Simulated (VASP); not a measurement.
# BeZn2Te3 (P6_3mc) in VASP: single point with PBE

Aim: the single point of BeZn2Te3 with PBE.

All numbers are computed with VASP 6.6.1; they aren't measurements. Logs are shortened: lines on timing, memory, paths and dates and some standing lists are left out, and cuts for length are marked.

### 1 The cell of the first run

The structure is hexagonal, space group P6_3mc (No. 186). The conventional cell has a = 4.236 Å, b = 4.236 Å, c = 21.005 Å, α = 90.00°, β = 90.00°, γ = 120.00°. Within 3.3 Å of Be (site symmetry 3m) lie 4 Te at 2.46 to 2.56 Å. Zn (site symmetry 3m) has 4 Te at 2.64 to 2.67 Å within 3.5 Å. Within 3.5 Å of Zn (site symmetry 3m) lie 4 Te at 2.64 to 2.66 Å. Within 3.3 Å of Te (site symmetry 3m) lie 1 Be at 2.46 Å and 3 Zn at 2.64 Å. Within 3.4 Å of Te (site symmetry 3m) lie 3 Be at 2.56 Å and 1 Zn at 2.67 Å. Te (site symmetry 3m) has 4 Zn at 2.64 to 2.66 Å within 3.5 Å.

### 2 Single point, PBE

INCAR

```
SYSTEM = BeZn2Te3
PREC = Accurate ; ENCUT = 520
EDIFF = 1E-6 ; ISMEAR = 0
SIGMA = 0.1 ; LREAL = .FALSE.
LASPH = .TRUE. ; NELM = 80
ALGO = Normal ; ISIF = 2
LWAVE = .FALSE. ; LCHARG = .FALSE.
GGA = PE ; NBANDS = 56
```

KPOINTS

```
Automatic mesh
0
G
  6 6 1
  0 0 0
```

POSCAR

```
BeZn2Te3
1.0
    4.2362614000      0.0000000000      0.0000000000
   -2.1181307000      3.6687100000      0.0000000000
    0.0000000000      0.0000000000     21.0053744000
Be Zn Te
2 4 6
Direct
    0.3333333000      0.6666667000      0.0019060000
    0.6666667000      0.3333333000      0.5019060000
    0.3333333000      0.6666667000      0.3392170000
    0.3333333000      0.6666667000      0.6659950000
    0.6666667000      0.3333333000      0.1659950000
    0.6666667000      0.3333333000      0.8392170000
    0.3333333000      0.6666667000      0.1191300000
    0.3333333000      0.6666667000      0.4662710000
    0.3333333000      0.6666667000      0.7924820000
    0.6666667000      0.3333333000      0.2924820000
    0.6666667000      0.3333333000      0.6191300000
    0.6666667000      0.3333333000      0.9662710000
```

Potentials or basis: VASP PAW PBE potentials, release 64 (Be, Zn, Te).

Command:

```
$ cat potpaw_PBE.64/Be/POTCAR potpaw_PBE.64/Zn/POTCAR potpaw_PBE.64/Te/POTCAR > POTCAR
$ mpirun -np 1 vasp_std > vasp.out
```

OUTCAR:

```text
SYSTEM = BeZn2Te3
   PREC = Accurate
   ENCUT = 520
   EDIFF = 1E-6
   ISMEAR = 0
   LREAL = .FALSE.
   LASPH = .TRUE.
   NELM = 80
   ISIF = 2
   GGA = PE

 ion  position               nearest neighbor table
   1  0.333  0.667  0.002-   7 2.46  12 2.56  12 2.56  12 2.56
   2  0.667  0.333  0.502-  11 2.46   8 2.56   8 2.56   8 2.56
   3  0.333  0.667  0.339-  10 2.64  10 2.64  10 2.64   8 2.67
   4  0.333  0.667  0.666-  11 2.64  11 2.64  11 2.64   9 2.66
   5  0.667  0.333  0.166-   7 2.64   7 2.64   7 2.64  10 2.66
   6  0.667  0.333  0.839-   9 2.64   9 2.64   9 2.64  12 2.67
   7  0.333  0.667  0.119-   1 2.46   5 2.64   5 2.64   5 2.64
   8  0.333  0.667  0.466-   2 2.56   2 2.56   2 2.56   3 2.67
   9  0.333  0.667  0.792-   6 2.64   6 2.64   6 2.64   4 2.66
  10  0.667  0.333  0.292-   3 2.64   3 2.64   3 2.64   5 2.66
  11  0.667  0.333  0.619-   2 2.46   4 2.64   4 2.64   4 2.64
  12  0.667  0.333  0.966-   1 2.56   1 2.56   1 2.56   6 2.67

  LATTYP: Found a hexagonal cell.
 ALAT       =     4.2362614000
 C/A-ratio  =     4.9584698432

  Lattice vectors:

 A1 = (   4.2362614000,   0.0000000000,   0.0000000000)
 A2 = (  -2.1181307000,   3.6687100000,   0.0000000000)
 A3 = (   0.0000000000,   0.0000000000,  21.0053744000)

Analysis of symmetry for initial positions (statically):
=====================================================================
 Subroutine PRICEL returns:
 Original cell was already a primitive cell.

 Routine SETGRP: Setting up the symmetry group for a
 hexagonal supercell.

 Subroutine GETGRP returns: Found 12 space group operations
 (whereof  6 operations were pure point group operations)
 out of a pool of 24 trial point group operations.

The static configuration has the point symmetry C_3v.
 The point group associated with its full space group is C_6v.

Analysis of symmetry for dynamics (positions and initial velocities):
=====================================================================
 Subroutine PRICEL returns:
 Original cell was already a primitive cell.

 Routine SETGRP: Setting up the symmetry group for a
 hexagonal supercell.

 Subroutine GETGRP returns: Found 12 space group operations
 (whereof  6 operations were pure point group operations)
 out of a pool of 24 trial point group operations.

The dynamic configuration has the point symmetry C_3v.
 The point group associated with its full space group is C_6v.

 Subroutine INISYM returns: Found 12 space group operations
 (whereof  6 operations are pure point group operations),
 and found     1 'primitive' translations

----------------------------------------------------------------------------------------

                                     Primitive cell

  volume of cell :     326.4574

  direct lattice vectors                    reciprocal lattice vectors
     4.236261400  0.000000000  0.000000000     0.236057199  0.136287687  0.000000000
    -2.118130700  3.668710000  0.000000000     0.000000000  0.272575374  0.000000000
     0.000000000  0.000000000 21.005374400     0.000000000  0.000000000  0.047606864

  length of vectors
     4.236261400  4.236261409 21.005374400     0.272575374  0.272575374  0.047606864

  position of ions in fractional coordinates (direct lattice)
     0.333333300  0.666666700  0.001906000
     0.666666700  0.333333300  0.501906000
     0.333333300  0.666666700  0.339217000
     0.333333300  0.666666700  0.665995000
     0.666666700  0.333333300  0.165995000
     0.666666700  0.333333300  0.839217000
     0.333333300  0.666666700  0.119130000
     0.333333300  0.666666700  0.466271000
     0.333333300  0.666666700  0.792482000
     0.666666700  0.333333300  0.292482000
     0.666666700  0.333333300  0.619130000
     0.666666700  0.333333300  0.966271000

  ion indices of the primitive-cell ions
   primitive index   ion index
                 1           1
                 2           2
                 3           3
                 4           4
                 5           5
                 6           6
                 7           7
                 8           8
                 9           9
                10          10
                11          11
                12          12

----------------------------------------------------------------------------------------

 KPOINTS: Automatic mesh

Automatic generation of k-mesh.
 Grid dimensions read from file:
 generate k-points for:    6    6    1

 Generating k-lattice:

  Cartesian coordinates                     Fractional coordinates (reciprocal lattice)
     0.039342866  0.022714614  0.000000000     0.166666667  0.000000000  0.000000000
     0.000000000  0.045429229  0.000000000     0.000000000  0.166666667  0.000000000
     0.000000000  0.000000000  0.047606864     0.000000000  0.000000000  1.000000000

  Length of vectors
     0.045429229  0.045429229  0.047606864

  Shift w.r.t. Gamma in fractional coordinates (k-lattice)
     0.000000000  0.000000000  0.000000000

 Subroutine IBZKPT returns following result:
 ===========================================

 Found      7 irreducible k-points:

 Following reciprocal coordinates:
            Coordinates               Weight
  0.000000  0.000000  0.000000      1.000000
  0.166667  0.000000  0.000000      6.000000
  0.333333  0.000000  0.000000      6.000000
  0.500000  0.000000  0.000000      3.000000
  0.166667  0.166667  0.000000      6.000000
  0.333333  0.166667  0.000000     12.000000
  0.333333  0.333333  0.000000      2.000000
   k-points           NKPTS =      7   k-points in BZ     NKDIM =      7   number of bands    NBANDS=     56
   number of dos      NEDOS =    301   number of ions     NIONS =     12
   total plane-waves  NPLWV = 163840
   dimension x,y,z NGX =    32 NGY =   32 NGZ =  160
   dimension x,y,z NGXF=    64 NGYF=   64 NGZF=  320
   ions per type =               2   4   6
   NGX,Y,Z   is equivalent  to a cutoff of  12.56, 12.56, 12.66 a.u.
   NGXF,Y,Z  is equivalent  to a cutoff of  25.12, 25.12, 25.33 a.u.
 SYSTEM =  BeZn2Te3
   PREC   = accura    normal or accurate (medium, high low for compatibility)
   ISTART =      0    job   : 0-new  1-cont  2-samecut
   ICHARG =      2    charge: 1-file 2-atom 10-const
   ISPIN  =      1    spin polarized calculation?
   LNONCOLLINEAR =      F non collinear calculations
   LSORBIT =      F    spin-orbit coupling
   LASPH  =      T    aspherical Exc in radial PAW
   ENCUT  =  520.0 eV  38.22 Ry    6.18 a.u.   7.88  7.88 39.06*2*pi/ulx,y,z
   NELM   =     80;   NELMIN=  2; NELMDL= -5     # of ELM steps
   EDIFF  = 0.1E-05   stopping-criterion for ELM
   LREAL  =      F    real-space projection
   EDIFFG = 0.1E-04   stopping-criterion for IOM
   NSW    =      0    number of steps for IOM
   IBRION =     -1    ionic relax: 0-MD 1-quasi-New 2-CG
   NFREE  =      0    steps in history (QN), initial steepest desc. (CG)
   ISIF   =      2    stress and relaxation
   ISYM   =      2    0-nonsym 1-usesym 2-fastsym
   POTIM  = 0.5000    time-step for ionic-motion
   TEBEG  =    0.0;   TEEND  =   0.0 temperature during run
   PSTRESS=    0.0 pullay stress
   NELECT =      88.0000    total number of electrons
   NUPDOWN=      -1.0000    fix difference up-down
   EMIN   =  10.00;   EMAX   =-10.00  energy-range for DOS
   EFERMI =   0.00;   METHOD = LEGACY
   ISMEAR =     0;   SIGMA  =   0.10  broadening in eV -4-tet -1-fermi 0-gaus
   EFERMI_NEDOS =   21; number of points for ismear=-14 and -15
   IALGO  =     38    algorithm
   IMIX   =      4    mixing-type and parameters
     AMIX     =   0.40;   BMIX     =  1.00
     AMIX_MAG =   1.60;   BMIX_MAG =  1.00
  volume/ion in A,a.u.               =      27.20       183.59
  Fermi-wavevector in a.u.,A,eV,Ry     =   1.057532  1.998446 15.216402  1.118374
  Thomas-Fermi vector in A             =   2.192808
   LORBIT       =      0    0 simple, 1 ext, 2 COOP (PROOUT), +10 PAW based schemes
   GGA     = PE    functional components
   LHFCALC =     F    Hartree Fock is set to
   AEXX    =    0.0000 exact exchange contribution
   IVDW    =     0    specifies the selected vdW correction
   LEPSILON=     F    determine dielectric tensor
   LRPA    =     F    only Hartree local field effects (RPA)
 non-spin polarized calculation
 Gauss-broadening in eV      SIGMA  =   0.10
  energy-cutoff  :      520.00
  volume of cell :      326.46
 maximum number of plane-waves:      8838
 NGX is ok and might be reduce to    32
   NGX = 15   NGY = 15   NGZ = 79

 number of electron      88.0000012 magnetization

 Free energy of the ion-electron system (eV)
  ---------------------------------------------------
  ext. energy  EPLUGINS =         0.00000000
  ---------------------------------------------------
  free energy    TOTEN  =       -35.53365938 eV

  energy without entropy =      -35.53365938  energy(sigma->0) =      -35.53365938

 E-fermi :   4.0698     XC(G=0):  -8.8504

 val. band max:        3.5928741099   @ k =   0.0000   0.0000   0.0000
 cond. band min:       5.1653431758   @ k =   0.0000   0.0000   0.0000
 fundamental gap:      1.5724690659
 Fermi energy:         4.0697720485

 k-point     1 :       0.0000    0.0000    0.0000
  band No.  band energies     occupation
      1      -8.3111      2.00000
      2      -8.1730      2.00000
      3      -8.0456      2.00000
      4      -7.7245      2.00000
      5      -7.5360      2.00000
      6      -7.3372      2.00000
[... 48 lines left out ...]
     55       7.7517      0.00000
     56       7.8093      0.00000

 k-point     2 :       0.1667    0.0000    0.0000
  band No.  band energies     occupation
      1      -8.1345      2.00000
      2      -8.0051      2.00000
      3      -7.8832      2.00000
      4      -7.5873      2.00000
      5      -7.4113      2.00000
      6      -7.2335      2.00000
[... 48 lines left out ...]
     55       7.8750      0.00000
     56       8.0525      0.00000

 k-point     3 :       0.3333    0.0000    0.0000
  band No.  band energies     occupation
      1      -7.6963      2.00000
      2      -7.5974      2.00000
      3      -7.4999      2.00000
      4      -7.2915      2.00000
      5      -7.1562      2.00000
      6      -7.0453      2.00000
[... 48 lines left out ...]
     55       8.2571      0.00000
     56       8.5611      0.00000

 k-point     4 :       0.5000    0.0000    0.0000
  band No.  band energies     occupation
      1      -7.3772      2.00000
      2      -7.3176      2.00000
      3      -7.2525      2.00000
      4      -7.1457      2.00000
      5      -7.0548      2.00000
      6      -7.0100      2.00000
[... 48 lines left out ...]
     55       7.7863      0.00000
     56       8.2880      0.00000

 k-point     5 :       0.1667    0.1667    0.0000
  band No.  band energies     occupation
      1      -7.8230      2.00000
      2      -7.7135      2.00000
      3      -7.6067      2.00000
      4      -7.3683      2.00000
      5      -7.2188      2.00000
      6      -7.0859      2.00000
[... 48 lines left out ...]
     55       8.1090      0.00000
     56       8.4268      0.00000

 k-point     6 :       0.3333    0.1667    0.0000
  band No.  band energies     occupation
      1      -7.3941      2.00000
      2      -7.3311      2.00000
      3      -7.2620      2.00000
      4      -7.1468      2.00000
      5      -7.0492      2.00000
      6      -6.9992      2.00000
[... 48 lines left out ...]
     55       8.2359      0.00000
     56       8.3197      0.00000

 k-point     7 :       0.3333    0.3333    0.0000
  band No.  band energies     occupation
      1      -7.1415      2.00000
      2      -7.1415      2.00000
      3      -7.1147      2.00000
      4      -7.1147      2.00000
      5      -7.0473      2.00000
      6      -7.0473      2.00000
[... 48 lines left out ...]
     55       9.2341      0.00000
     56       9.4628      0.00000

------------------------ aborting loop because EDIFF is reached ----------------------------------------

  FORCE on cell =-STRESS in cart. coord.  units (eV):
  Direction    XX          YY          ZZ          XY          YZ          ZX
  --------------------------------------------------------------------------------------
  -------------------------------------------------------------------------------------
  Total        0.2228378      0.2228378      0.2562257      0.0000000      0.0000000     -0.0000000
  in kB        1.0936362      1.0936362      1.2574963      0.0000000      0.0000000     -0.0000000
  external PRESSURE =       1.1482562 kB  Pullay stress =       0.0000000 kB

 VOLUME and BASIS-vectors are now :
 -----------------------------------------------------------------------------
  energy-cutoff  :      520.00
  volume of cell :      326.46
      direct lattice vectors                 reciprocal lattice vectors
     4.236261400  0.000000000  0.000000000     0.236057199  0.136287687  0.000000000
    -2.118130700  3.668710000  0.000000000     0.000000000  0.272575374  0.000000000
     0.000000000  0.000000000 21.005374400     0.000000000  0.000000000  0.047606864

 POSITION                                       TOTAL-FORCE (eV/Angst)
 -----------------------------------------------------------------------------------
     -0.00000      2.44581      0.04004         0.000000     -0.000000     -0.010127
      2.11813      1.22290     10.54272        -0.000000     -0.000000     -0.010127
     -0.00000      2.44581      7.12538         0.000000      0.000000      0.003061
     -0.00000      2.44581     13.98947         0.000000     -0.000000     -0.000214
      2.11813      1.22290      3.48679        -0.000000      0.000000     -0.000214
      2.11813      1.22290     17.62807         0.000000     -0.000000      0.003061
     -0.00000      2.44581      2.50237         0.000000     -0.000000     -0.001474
     -0.00000      2.44581      9.79420         0.000000     -0.000000      0.007863
     -0.00000      2.44581     16.64638         0.000000     -0.000000      0.000892
      2.11813      1.22290      6.14369        -0.000000      0.000000      0.000892
      2.11813      1.22290     13.00506        -0.000000      0.000000     -0.001474
      2.11813      1.22290     20.29688        -0.000000     -0.000000      0.007863
 -----------------------------------------------------------------------------------
    total drift:                               -0.000235      0.000137     -0.001473

  FREE ENERGIE OF THE ION-ELECTRON SYSTEM (eV)
  ---------------------------------------------------
  free  energy   TOTEN  =       -35.5336593820 eV

  energy  without entropy=      -35.5336593820  energy(sigma->0) =      -35.53365938
```

Run time: 2.3 min. Hardware: 1 thread of Intel Xeon Platinum 8488C (Sapphire Rapids), shared host; peak memory 0.47 GiB.

What came out:

* Free energy: -35.5337 eV
* Pressure: 0.1 GPa
* Largest force: 0.010 eV/Å
* Band gap on the k mesh: 1.57 eV, direct

Forces in eV/Å, atoms in the order of the input:
```
Be   0.000  0.000 -0.010
Be   0.000  0.000 -0.010
Zn   0.000  0.000  0.003
Zn   0.000  0.000  0.000
Zn   0.000  0.000  0.000
Zn   0.000  0.000  0.003
Te   0.000  0.000 -0.001
Te   0.000  0.000  0.008
Te   0.000  0.000  0.001
Te   0.000  0.000  0.001
Te   0.000  0.000 -0.001
Te   0.000  0.000  0.008
```

Levels at points of the mesh, in eV from the valence-band top:
| k point | band 42 | band 43 | band 44 | band 45 | band 46 | band 47 |
| --- | --- | --- | --- | --- | --- | --- |
| (0.00, 0.00, 0.00) | -0.18 | 0.00 | 0.00 | 1.57 | 1.83 | 2.12 |
| (0.50, 0.00, 0.00) | -1.46 | -1.25 | -0.96 | 1.67 | 2.01 | 2.11 |

Caveat: spin-orbit coupling is left out, which moves the levels of the heavy elements. A k mesh can miss the band edges.
